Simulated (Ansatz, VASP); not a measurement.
Si7Ge in VASP and in Ansatz

```xyz
8
Lattice="5.1876 0.0000 0.0000 0.0000 5.1876 0.0000 0.0000 0.0000 5.4003" Properties=species:S:1:pos:R:3 pbc="T T T"
Si    1.3104    1.3104    1.3641
Si    0.0000    2.5938    2.7001
Si    2.5938    2.5938    0.0000
Si    2.5938    0.0000    2.7001
Si    3.8772    1.3104    4.0362
Si    3.8772    3.8772    1.3641
Si    1.3104    3.8772    4.0362
Ge    0.0000    0.0000    0.0000
```

Alike in both runs: task single point; functional PBEsol; k mesh 8 × 8 × 8; occupations gaussian, width 0.03 eV; no spin polarisation.

```csv
,VASP,Ansatz
version,VASP 6.6.1,Ansatz 0.2.0
potentials or method,"VASP PAW PBE potentials, release 64 (Si, Ge_d), cutoff 520 eV","scalar-relativistic, plane waves, PAW"
valence electrons in the cell,42,42
```

VASP gave:

| Item | Value |
| --- | --- |
| gap on the k mesh at the Fermi level (eV) | none |
| pressure (GPa) | 13.0 |
| traceless stress, the component that is largest in VASP (GPa) | -2.54 |
| rms of the force components (eV/Å) | 0.010 |

Q: What did Ansatz give for the same quantities?

A: gap on the k mesh at the Fermi level (eV): none; pressure (GPa): 12.9; traceless stress, the component that is largest in VASP (GPa): -2.55; rms of the force components (eV/Å): 0.009.

VASP's potentials were made for PBE, not for PBEsol, and Ansatz warns of the same on its side. Atom by atom the forces differ by 0.004 eV/Å (rms over components). A gap of «none» marks a metal or a gap that the smearing closes.
